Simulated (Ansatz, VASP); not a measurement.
## Ca: VASP beside Ansatz

File INCAR:

```
ALGO = Normal ; EDIFF = 1E-6
ENCUT = 520 ; GGA = PE
ISIF = 2 ; ISMEAR = -1
LASPH = True ; LCHARG = False
LREAL = False ; LWAVE = False
NBANDS = 11 ; NELM = 100
PREC = Accurate ; SIGMA = 0.05
```

KPOINTS

```
k-points
0
Gamma
  10 10 10
```

The input POSCAR:

```
Ca
1.0
   -2.2627416999      2.2627416999      2.1952000000
    2.2627416999     -2.2627416999      2.1952000000
    2.2627416999      2.2627416999     -2.1952000000
Ca
1
Direct
    0.0000000000      0.0000000000      0.0000000000
```

Input for Ansatz:

```yaml
crystal:
  lattice:
    - [-2.2627416999, 2.2627416999, 2.1952]
    - [2.2627416999, -2.2627416999, 2.1952]
    - [2.2627416999, 2.2627416999, -2.1952]
  atoms:
    - { symbol: Ca, position: [0.0, 0.0, 0.0] }
kpoints:
  mp_grid: { grid: [10, 10, 10] }
scf:
  occupations: { method: fermi_dirac, width: 0.05 }
hamiltonian:
  xc: pbe
  pseudopotentials: { kind: all_electron, lapw: { basis_error: 0.00025 } }
output:
  forces: true
  stress: true
  eigenvalues: true
```

Change from the starting cell: z stretched by -2 % at fixed volume.

Alike in both runs: task single point; functional PBE; k mesh 10 × 10 × 10; occupations fermi-dirac, width 0.05 eV; no spin polarisation.

```csv
,VASP,Ansatz
version,VASP 6.6.1,Ansatz 0.2.0
potentials or method,"VASP PAW PBE potentials, release 64 (Ca_sv), cutoff 520 eV","all-electron LAPW, scalar-relativistic"
```

```tsv
	VASP	Ansatz	Ansatz less VASP
pressure (GPa)	-1.0	-1.0	-0.02
```

Ansatz ran all-electron here, and VASP with PAW potentials.
